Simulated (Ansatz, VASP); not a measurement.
# InSe: VASP beside Ansatz

```
In Se
1.0
     4.05000    0.00000    0.00000
    -2.02500    3.50740    0.00000
     0.00000    0.00000   16.93000
In Se
4 4
Direct
  0.33333 0.66667 0.15700
  0.66667 0.33333 0.65700
  0.33333 0.66667 0.34300
  0.66667 0.33333 0.84300
  0.33333 0.66667 0.60200
  0.66667 0.33333 0.10200
  0.33333 0.66667 0.89800
  0.66667 0.33333 0.39800
```

Alike in both runs: task relaxation of cell and atoms; functional PBE; k mesh 6 × 6 × 1; occupations gaussian, width 0.1 eV; no spin polarisation.

|  | VASP | Ansatz |
| --- | --- | --- |
| version | VASP 6.6.1 | Ansatz 0.2.0 |
| potentials or method | VASP PAW PBE potentials, release 64 (In_d, Se), cutoff 600 eV | scalar-relativistic, plane waves, PAW |
| valence electrons in the cell | 76 | 116 |

Ansatz gave:

| Item | Value |
| --- | --- |
| gap on the k mesh at the Fermi level, each at its own relaxed structure (eV) | 0.80 |
| relaxed volume (Å³/atom) | 33.82 |
| relaxed cell length with the largest relative difference (Å) | 18.710 |

**Question.** What did VASP give for the same quantities?

**Answer.** gap on the k mesh at the Fermi level, each at its own relaxed structure (eV): 0.78; relaxed volume (Å³/atom): 33.75; relaxed cell length with the largest relative difference (Å): 18.673.

VASP's potentials hold 76 valence electrons a cell and Ansatz's 116, so a difference there can come from the potentials and not from the codes.
